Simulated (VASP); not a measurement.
Runs of VASP 6.6.1 on BeTe. It takes space group Fm-3m (No. 225, cubic). The conventional cell has a = 5.366 Å, b = 5.366 Å, c = 5.366 Å, α = 90.00°, β = 90.00°, γ = 90.00°. Be (site symmetry m-3m) has 6 Te at 2.68 Å within 3.5 Å. Te (site symmetry m-3m) has 6 Be at 2.68 Å within 3.5 Å. 

```csv
level,k mesh,smearing,gap on the mesh (eV),pressure (GPa)
r2SCAN,"6 × 6 × 6, shifted",fermi-dirac 0.02 eV,none,(a)
r2SCAN,6 × 6 × 6,gaussian 0.05 eV,none,0.1
r2SCAN+rVV10,6 × 6 × 6,fermi-dirac 0.02 eV,none,-0.4
r2SCAN,6 × 6 × 6,methfessel-paxton 0.5 eV,none,0.1
```

Alike in all rows: task single point; potentials or basis VASP PAW PBE potentials, release 64 (Be, Te); no spin polarisation; cell as given; cutoff (eV) 520.

Problem. Estimate the missing entries.

Solution. (a) 0.2.

Caveats: the PAW data sets were made with another functional, which shifts forces and pressure a little; spin-orbit coupling is left out, which moves the levels of the heavy elements.

A k mesh can miss the band edges, and the runs leave out spin-orbit coupling on Te.

A gap of «none» marks levels without a gap at the run's occupations.
